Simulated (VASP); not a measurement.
# Tl (P6_3/mmc) in VASP: single point with LDA

Aim: the single point of Tl with LDA.

Everything below comes from runs of VASP 6.6.1. Logs are shortened: lines on timing, memory, paths and dates and some standing lists are left out, and cuts for length are marked.

### 1 The cell of the first run

Symmetry: P6_3/mmc, No. 194, hexagonal system. The conventional cell has a = 3.401 Å, b = 3.401 Å, c = 5.443 Å, α = 90.00°, β = 90.00°, γ = 120.00°. Within 4.4 Å of Tl (site symmetry -6m2) lie 12 Tl at 3.36 to 3.40 Å.

### 2 Single point, LDA, non-collinear spin, zero start, spin-orbit coupling

File INCAR:

```
SYSTEM = Tl
ALGO = Normal ; EDIFF = 1E-7
ENCUT = 520 ; GGA_COMPAT = .False.
ISIF = 2 ; ISMEAR = -1
LASPH = .True. ; LCHARG = .False.
LNONCOLLINEAR = .True. ; LORBIT = 11
LORBMOM = .True. ; LREAL = .False.
LSORBIT = .True. ; LWAVE = .False.
MAGMOM = 0 0 0 0 0 0 ; NBANDS = 38
NELM = 150 ; PREC = Accurate
SIGMA = 0.1
```

File KPOINTS:

```
k-points
0
Gamma
  11 11 6
  0 0 0
```

File POSCAR:

```
Tl
1.0
    3.4014029668      0.0000000000      0.0000000000
   -1.7007014834      2.9457013778      0.0000000000
    0.0000000000      0.0000000000      5.4430041601
Tl
2
Direct
    0.3333333333      0.6666666667      0.2500000000
    0.6666666667      0.3333333333      0.7500000000
```

Potentials or basis: VASP PAW LDA potentials, release 64 (Tl_d).

Started as:

```bash
$ cat potpaw_LDA.64/Tl_d/POTCAR > POTCAR
$ mpirun -np 1 vasp_ncl > vasp.out
```

OUTCAR:

```text
SYSTEM = Tl
   EDIFF = 1E-7
   ENCUT = 520
   ISIF = 2
   ISMEAR = -1
   LASPH = .True.
   LNONCOLLINEAR = .True.
   LORBIT = 11
   LREAL = .False.
   LSORBIT = .True.
   NELM = 150
   PREC = Accurate

 ion  position               nearest neighbor table
   1  0.333  0.667  0.250-   2 3.36   2 3.36   2 3.36   2 3.36   2 3.36   2 3.36
   2  0.667  0.333  0.750-   1 3.36   1 3.36   1 3.36   1 3.36   1 3.36   1 3.36

  LATTYP: Found a hexagonal cell.
 ALAT       =     3.4014029668
 C/A-ratio  =     1.6002232647

  Lattice vectors:

 A1 = (   3.4014029668,   0.0000000000,   0.0000000000)
 A2 = (  -1.7007014834,   2.9457013778,   0.0000000000)
 A3 = (   0.0000000000,   0.0000000000,   5.4430041601)

Analysis of symmetry for initial positions (statically):
=====================================================================
 Subroutine PRICEL returns:
 Original cell was already a primitive cell.

 Routine SETGRP: Setting up the symmetry group for a
 hexagonal supercell.

 Subroutine GETGRP returns: Found 24 space group operations
 (whereof 12 operations were pure point group operations)
 out of a pool of 24 trial point group operations.

The static configuration has the point symmetry D_3d.
 The point group associated with its full space group is D_6h.

Analysis of symmetry for dynamics (positions and initial velocities):
=====================================================================
 Subroutine PRICEL returns:
 Original cell was already a primitive cell.

 Routine SETGRP: Setting up the symmetry group for a
 hexagonal supercell.

 Subroutine GETGRP returns: Found 24 space group operations
 (whereof 12 operations were pure point group operations)
 out of a pool of 24 trial point group operations.

The dynamic configuration has the point symmetry D_3d.
 The point group associated with its full space group is D_6h.

Analysis of structural, dynamic, and magnetic symmetry:
=====================================================================
 Subroutine PRICEL returns:
 Original cell was already a primitive cell.

 Routine SETGRP: Setting up the symmetry group for a
 hexagonal supercell.

 Subroutine GETGRP returns: Found 24 space group operations
 (whereof 12 operations were pure point group operations)
 out of a pool of 24 trial point group operations.

The overall configuration has the point symmetry D_3d.
 The point group associated with its full space group is D_6h.

 Subroutine INISYM returns: Found 24 space group operations
 (whereof 12 operations are pure point group operations),
 and found     1 'primitive' translations

----------------------------------------------------------------------------------------

                                     Primitive cell

  volume of cell :      54.5363

  direct lattice vectors                    reciprocal lattice vectors
     3.401402967  0.000000000  0.000000000     0.293996333  0.169738862  0.000000000
    -1.700701483  2.945701378  0.000000000     0.000000000  0.339477724  0.000000000
     0.000000000  0.000000000  5.443004160     0.000000000  0.000000000  0.183722072

  length of vectors
     3.401402967  3.401402967  5.443004160     0.339477724  0.339477724  0.183722072

  position of ions in fractional coordinates (direct lattice)
     0.333333333  0.666666667  0.250000000
     0.666666667  0.333333333  0.750000000

  ion indices of the primitive-cell ions
   primitive index   ion index
                 1           1
                 2           2

----------------------------------------------------------------------------------------

 KPOINTS: k-points

Automatic generation of k-mesh.
 Grid dimensions read from file:
 generate k-points for:   11   11    6

 Generating k-lattice:

  Cartesian coordinates                     Fractional coordinates (reciprocal lattice)
     0.026726939  0.015430806  0.000000000     0.090909091  0.000000000  0.000000000
[... 102 lines left out ...]
 number of electron      25.9999999 magnetization      -0.0000000      0.0000000     -0.0000000

 Free energy of the ion-electron system (eV)
  ---------------------------------------------------
  ext. energy  EPLUGINS =         0.00000000
  ---------------------------------------------------
  free energy    TOTEN  =        -6.51034311 eV

  energy without entropy =       -6.48388316  energy(sigma->0) =       -6.49711313

 E-fermi :   6.6456     XC(G=0): -10.7366

 val. band max:        6.6164844411   @ k =   0.2727   0.1818   0.5000
 cond. band min:       6.7150698130   @ k =   0.2727   0.1818   0.5000
 fundamental gap:      0.0985853719
 Fermi energy:         6.6455942205

 k-point     1 :       0.0000    0.0000    0.0000
  band No.  band energies     occupation
      1      -5.9904      1.00000
      2      -5.9904      1.00000
      3      -5.9848      1.00000
      4      -5.9848      1.00000
      5      -5.9746      1.00000
      6      -5.9746      1.00000
[... 973 lines left out ...]
     37      17.2196      0.00000
     38      17.2196      0.00000

 [... further k-points ...]

------------------------ aborting loop because EDIFF is reached ----------------------------------------

  FORCE on cell =-STRESS in cart. coord.  units (eV):
  Direction    XX          YY          ZZ          XY          YZ          ZX
  --------------------------------------------------------------------------------------
  -------------------------------------------------------------------------------------
  Total       -0.1376182     -0.1376182     -0.0885328      0.0000000     -0.0000000      0.0000000
  in kB       -4.0429742     -4.0429742     -2.6009348      0.0000000     -0.0000000      0.0000000
  external PRESSURE =      -3.5622944 kB  Pullay stress =       0.0000000 kB

 VOLUME and BASIS-vectors are now :
 -----------------------------------------------------------------------------
  energy-cutoff  :      520.00
  volume of cell :       54.54
      direct lattice vectors                 reciprocal lattice vectors
     3.401402967  0.000000000  0.000000000     0.293996333  0.169738862  0.000000000
    -1.700701483  2.945701378  0.000000000     0.000000000  0.339477724  0.000000000
     0.000000000  0.000000000  5.443004160     0.000000000  0.000000000  0.183722072

 POSITION                                       TOTAL-FORCE (eV/Angst)
 -----------------------------------------------------------------------------------
     -0.00000      1.96380      1.36075        -0.000000      0.000000      0.000000
      1.70070      0.98190      4.08225         0.000000     -0.000000     -0.000000
 -----------------------------------------------------------------------------------
    total drift:                               -0.000000     -0.000000      0.000000

  FREE ENERGIE OF THE ION-ELECTRON SYSTEM (eV)
  ---------------------------------------------------
  free  energy   TOTEN  =        -6.5103431108 eV

  energy  without entropy=       -6.4838831568  energy(sigma->0) =       -6.49711313

 orbital moment (x)

 # of ion     p       d       tot
 ----------------------------------------
  1        -0.000   0.000   0.000
  2         0.000   0.000   0.000
 ----------------------------------------
            0.000   0.000   0.000

 orbital moment (y)

 # of ion     p       d       tot
 ----------------------------------------
  1        -0.000  -0.000  -0.000
  2        -0.000  -0.000  -0.000
 ----------------------------------------
           -0.000  -0.000  -0.000

 orbital moment (z)

 # of ion     p       d       tot
 ----------------------------------------
  1         0.000  -0.000  -0.000
  2         0.000  -0.000  -0.000
 ----------------------------------------
            0.000  -0.000  -0.000

 Spin-Orbit-Coupling matrix elements

 Ion:    1  E_soc:     -0.6461301
 l=   1
     0.0000000    -0.0579790    -0.0568117
    -0.0579790     0.0000000    -0.0579790
    -0.0568117    -0.0579790     0.0000000
 l=   2
     0.0000000    -0.0100122     0.0000000    -0.0100122    -0.0400999
    -0.0100122     0.0000000    -0.0300063    -0.0101342    -0.0100122
     0.0000000    -0.0300063     0.0000000    -0.0300063     0.0000000
    -0.0100122    -0.0101342    -0.0300063     0.0000000    -0.0100122
    -0.0400999    -0.0100122     0.0000000    -0.0100122     0.0000000
 l=   3
     0.0000000     0.0000000     0.0000000     0.0000000     0.0000000     0.0000000     0.0000000
     0.0000000     0.0000000     0.0000000     0.0000000     0.0000000     0.0000000     0.0000000
     0.0000000     0.0000000     0.0000000     0.0000000     0.0000000     0.0000000     0.0000000
     0.0000000     0.0000000     0.0000000     0.0000000     0.0000000     0.0000000     0.0000000
     0.0000000     0.0000000     0.0000000     0.0000000     0.0000000     0.0000000     0.0000000
     0.0000000     0.0000000     0.0000000     0.0000000     0.0000000     0.0000000     0.0000000
     0.0000000     0.0000000     0.0000000     0.0000000     0.0000000     0.0000000     0.0000000

 Ion:    2  E_soc:     -0.6461301
 l=   1
     0.0000000    -0.0579790    -0.0568117
    -0.0579790     0.0000000    -0.0579790
    -0.0568117    -0.0579790     0.0000000
 l=   2
     0.0000000    -0.0100122     0.0000000    -0.0100122    -0.0400999
    -0.0100122     0.0000000    -0.0300063    -0.0101342    -0.0100122
     0.0000000    -0.0300063     0.0000000    -0.0300063     0.0000000
    -0.0100122    -0.0101342    -0.0300063     0.0000000    -0.0100122
    -0.0400999    -0.0100122     0.0000000    -0.0100122     0.0000000
 l=   3
     0.0000000     0.0000000     0.0000000     0.0000000     0.0000000     0.0000000     0.0000000
     0.0000000     0.0000000     0.0000000     0.0000000     0.0000000     0.0000000     0.0000000
     0.0000000     0.0000000     0.0000000     0.0000000     0.0000000     0.0000000     0.0000000
     0.0000000     0.0000000     0.0000000     0.0000000     0.0000000     0.0000000     0.0000000
     0.0000000     0.0000000     0.0000000     0.0000000     0.0000000     0.0000000     0.0000000
     0.0000000     0.0000000     0.0000000     0.0000000     0.0000000     0.0000000     0.0000000
     0.0000000     0.0000000     0.0000000     0.0000000     0.0000000     0.0000000     0.0000000

 total charge

# of ion       s       p       d       tot
------------------------------------------
    1        1.180   0.426   9.634  11.240
    2        1.180   0.426   9.634  11.240
--------------------------------------------------
tot          2.360   0.852  19.268  22.480

 magnetization (x)

# of ion       s       p       d       tot
------------------------------------------
    1       -0.000   0.000   0.000  -0.000
    2        0.000   0.000   0.000   0.000
--------------------------------------------------
tot          0.000   0.000   0.000   0.000

 magnetization (y)

# of ion       s       p       d       tot
------------------------------------------
    1       -0.000  -0.000   0.000  -0.000
    2       -0.000  -0.000   0.000  -0.000
--------------------------------------------------
tot         -0.000  -0.000   0.000  -0.000

 magnetization (z)

# of ion       s       p       d       tot
------------------------------------------
    1        0.000   0.000   0.000   0.000
    2        0.000   0.000   0.000   0.000
--------------------------------------------------
tot          0.000   0.000   0.000   0.000
```

Run time: 3.1 min. Hardware: 1 thread of Intel Xeon Platinum 8488C (Sapphire Rapids), shared host; peak memory 0.34 GiB.

Results:

- Free energy: -6.5103 eV
- Pressure: -0.4 GPa
- Net moment: 0.00 μB per cell
- Valence electrons inside the program's atomic spheres: Tl 11.24

Moments on the atoms (μB; x, y, z):
```
Tl  0.00 0.00 0.00
Tl  0.00 0.00 0.00
```
